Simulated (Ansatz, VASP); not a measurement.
P in VASP and in Ansatz

```
P
1.0
     4.27290    0.00000   -0.10682
     0.00000    4.27290    0.00000
    -0.10945    0.00000    4.37800
P
1
Direct
  0.00000 0.00000 0.00000
```

Change from the starting cell: strain -0.0500 x Voigt [0, 0, 0, 0, 1, 0], atoms carried along.

Alike in both runs: task single point; functional PBE; dispersion D3(BJ); k mesh 12 × 12 × 12; occupations gaussian, width 0.15 eV; no spin polarisation.

|  | VASP | Ansatz |
| --- | --- | --- |
| version | VASP 6.6.1 | Ansatz 0.2.0 |
| potentials or method | VASP PAW PBE potentials, release 64 (P), cutoff 520 eV | scalar-relativistic, plane waves, PAW |
| valence electrons in the cell | 5 | 5 |

|  | VASP | Ansatz | Ansatz less VASP |
| --- | --- | --- | --- |
| gap on the k mesh at the Fermi level (eV) | none | none | - |
| pressure (GPa) | -3.8 | -3.8 | +0.01 |
| traceless stress, the component that is largest in VASP (GPa) | 0.26 | 0.26 | 0.000 |

A gap of «none» marks a metal or a gap that the smearing closes.
